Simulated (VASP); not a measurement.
Mo: single point with PBEsol

Mo:

```xyz
1
Lattice="-1.5645 1.5645 1.5645 1.5645 -1.5645 1.5645 1.5645 1.5645 -1.5645" Properties=species:S:1:pos:R:3 pbc="T T T"
Mo    0.0000    0.0000    0.0000
```

* Program: VASP 6.6.1
* Task: single point
* Functional: PBEsol
* Potentials or basis: VASP PAW PBE potentials, release 64 (Mo_sv)
* Cutoff: 520 eV
* k mesh: 12 × 12 × 12
* Occupations: fermi-dirac, width 0.05 eV
* Spin: no spin polarisation

```json
{"Pressure": "0.6 GPa", "Band gap on the k mesh": "zero (band 7 reaches 16.92 eV, above the bottom of band 8 at 11.39 eV)"}
```

Levels at points of the mesh, in eV from the Fermi level:
| k point | band 5 | band 6 | band 7 | band 8 | band 9 | band 10 |
| --- | --- | --- | --- | --- | --- | --- |
| (0.00, 0.00, 0.00) | -7.29 | -1.34 | -1.34 | -1.34 | 1.74 | 1.74 |
| (0.50, 0.00, 0.00) | -5.42 | -3.45 | 1.74 | 1.79 | 2.44 | 4.99 |
| (0.50, 0.50, 0.50) | -5.57 | -5.57 | 4.19 | 4.19 | 4.19 | 9.24 |

Wall time 13 s on 1 thread of AMD EPYC 7R43 64-Core Processor (Zen 3), on a shared host, peak memory 0.1 GiB.

Caveat: the PAW data sets were made with another functional, which shifts forces and pressure a little.
